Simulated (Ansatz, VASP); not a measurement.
**CdS in VASP and in Ansatz**

```
Cd S
1.0
     3.38691    0.00000    0.00000
     0.00000    3.38691    0.00000
     0.00000    0.00000    3.38691
Cd S
1 1
Direct
  0.00000 0.00000 0.00000
  0.50000 0.50000 0.50000
```

Alike in both runs: task single point; functional r2SCAN; k mesh 8 × 8 × 8; occupations fermi-dirac, width 0.02 eV; no spin polarisation.

|  | VASP | Ansatz |
| --- | --- | --- |
| version | VASP 6.6.1 | Ansatz 0.2.0 |
| potentials or method | VASP PAW PBE potentials, release 64 (Cd, S) | plane waves, PAW |
| plane-wave cutoff (eV) | 520 | 500 |
| valence electrons in the cell | 18 | 26 |

Ansatz gave:

```
pressure (GPa) : 0.0
```

Problem. What did VASP give for the same quantities?

Solution. Pressure (GPa): 0.4.

VASP's potentials were made for PBE, not for r2SCAN. VASP's potentials hold 18 valence electrons a cell and Ansatz's 26, so a difference there can come from the potentials and not from the codes.
